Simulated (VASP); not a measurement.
**Yb: single point with PBE**

Crystal: Yb.

```xyz
1
Lattice="0.0000 2.6111 2.6111 2.6111 0.0000 2.6111 2.6111 2.6111 0.0000" Properties=species:S:1:pos:R:3 pbc="T T T"
Yb    0.0000    0.0000    0.0000
```

* Program: VASP 6.6.1
* Task: single point
* Functional: PBE
* Potentials or basis: VASP PAW PBE potentials, release 64 (Yb)
* Cutoff: 520 eV
* k mesh: 8 × 8 × 8
* Occupations: fermi-dirac, width 0.05 eV
* Spin: collinear spin, ferromagnetic start
* Starting moments: [1.0] μB

| Item | Value |
| --- | --- |
| Pressure | -0.3 GPa |
| Net moment | 0.00 μB per cell |
| Valence electrons inside the program's atomic spheres | Yb 22.10 |

Levels at points of the mesh, in eV from the Fermi level:
Spin up:
```
           k point  band 9  band 10  band 11  band 12  band 13  band 14  band 15  band 16
(0.00, 0.00, 0.00)   -0.40    -0.30    -0.30    -0.30     2.83     2.83     2.83     4.98
(0.50, 0.00, 0.00)   -0.41    -0.32    -0.32    -0.30     0.36     2.61     2.61     6.55
(0.50, 0.50, 0.00)   -0.40    -0.34    -0.33    -0.33     0.05     1.72     6.57     7.02
```
Spin down:
```tsv
k point	band 9	band 10	band 11	band 12	band 13	band 14	band 15	band 16
(0.00, 0.00, 0.00)	-0.40	-0.30	-0.30	-0.30	2.83	2.83	2.83	4.98
(0.50, 0.00, 0.00)	-0.41	-0.32	-0.32	-0.30	0.36	2.61	2.61	6.55
(0.50, 0.50, 0.00)	-0.40	-0.34	-0.33	-0.33	0.05	1.72	6.57	7.02
```

Run time: 2.1 min on 1 thread of Intel(R) Xeon(R) 6975P-C (Granite Rapids), on a shared host, peak memory 0.21 GiB.

Caveat: spin-orbit coupling is left out, which moves the levels of the heavy elements. The state reached can hang on the start; a lower one may exist.
